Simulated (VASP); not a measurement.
Input of a VASP 6.6.1 run:

POSCAR

```
Al2O3
1.0
    2.3788965657      1.3734565726      4.3308721044
   -2.3788965657      1.3734565726      4.3308721044
    0.0000000000     -2.7469131451      4.3308721044
Al O
4 6
Direct
    0.3518499200      0.3518499200      0.3518499200
    0.1481500800      0.1481500800      0.1481500800
    0.6481500800      0.6481500800      0.6481500800
    0.8518499200      0.8518499200      0.8518499200
    0.5563011158      0.9436988842      0.2500000000
    0.2500000000      0.5563011158      0.9436988842
    0.9436988842      0.2500000000      0.5563011158
    0.4436988842      0.0563011158      0.7500000000
    0.7500000000      0.4436988842      0.0563011158
    0.0563011158      0.7500000000      0.4436988842
```

File INCAR.step1:

```
SYSTEM = Al2O3
ALGO = Normal ; EDIFF = 1E-4
ENCUT = 520 ; GGA = PE
ISMEAR = -1 ; LASPH = .TRUE.
LCHARG = .FALSE. ; LREAL = .FALSE.
LWAVE = .TRUE. ; NBANDS = 35
NELM = 60 ; PREC = Accurate
SIGMA = 0.02
```

The input INCAR.step2:

```
SYSTEM = Al2O3
ALGO = Normal ; EDIFF = 1E-6
ENCUT = 520 ; ISIF = 2
ISMEAR = -1 ; ISTART = 1
LASPH = .TRUE. ; LCHARG = .FALSE.
LMIXTAU = .TRUE. ; LREAL = .FALSE.
LWAVE = .FALSE. ; METAGGA = R2SCAN
NBANDS = 35 ; NELM = 60
PREC = Accurate ; SIGMA = 0.02
```

KPOINTS

```
k-points
0
G
  6 6 6
  0 0 0
```

Potentials or basis: VASP PAW PBE potentials, release 64 (Al, O).

Run with:

```bash
$ cat potpaw_PBE.64/Al/POTCAR potpaw_PBE.64/O/POTCAR > POTCAR
$ cp INCAR.step1 INCAR
$ mpirun -np 1 vasp_std > vasp.out
$ cp INCAR.step2 INCAR
$ mpirun -np 1 vasp_std > vasp.out
```

Task: Predict the band gap on the k mesh.

Result: 7.17 eV, direct.

Task: Estimate the largest force.

Result: 0.004 eV/Å.

Forces on the atoms (eV/Å):
```
Al   0.000  0.000 -0.004
Al   0.000  0.000  0.004
Al   0.000  0.000  0.004
Al   0.000  0.000 -0.004
O   -0.002  0.000  0.000
O    0.001 -0.002  0.000
O    0.001  0.002  0.000
O    0.002  0.000  0.000
O   -0.001  0.002  0.000
O   -0.001 -0.002  0.000
```

Caveat: the PAW data sets were made with another functional, which shifts forces and pressure a little.

**What was measured.**

“Multi-petahertz electron interference in Cr:Al2O3 solid-state material”, 2018, pmc:5906618 quotes, for a bulk crystal of Al2O3: band gap 8.7 eV (optical).

A measured gap of Al2O3 is 8.7 eV (optical; quoted in “Multi-petahertz electron interference in Cr:Al2O3 solid-state material”, 2018, pmc:5906618); the calculated 7.17 eV misses it by -1.53 eV. The value is that of r2SCAN on a finite k mesh, which can miss the band edges, without temperature or zero-point motion.
